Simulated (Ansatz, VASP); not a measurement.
## OF3 in VASP and in Ansatz

```
O F
1.0
    -2.27097    2.27097    2.27097
     2.27097   -2.27097    2.27097
     2.27097    2.27097   -2.27097
O F
1 3
Direct
  0.00000 0.00000 0.00000
  0.00000 0.50000 0.50000
  0.50000 0.00000 0.50000
  0.50000 0.50000 0.00000
```

Alike in both runs: functional PBE; dispersion D3(BJ); k mesh 6 × 6 × 6; occupations gaussian, width 0.1 eV; collinear spin.

Ansatz relaxed the structure, and its values are those at the end. VASP's run is a single point on that final structure, the one shown.

|  | VASP | Ansatz |
| --- | --- | --- |
| version | VASP 6.6.1 | Ansatz 0.2.0 |
| potentials or method | VASP PAW PBE potentials, release 64 (O, F), cutoff 520 eV | scalar-relativistic, plane waves, PAW |
| valence electrons in the cell | 27 | 27 |

|  | VASP | Ansatz | Ansatz less VASP |
| --- | --- | --- | --- |
| gap on the k mesh at the Fermi level (eV) | none | none | - |
| pressure (GPa) | -0.6 | 0.0 | +0.56 |
| net moment per atom (μB) | 1.25 | 1.25 | 0.000 |
| size of the moment on the site where the two differ most (μB) | 1.93 | 2.16 | +0.228 |

Site moments also hang on the region over which each program counts them. A gap of «none» marks a metal or a gap that the smearing closes.
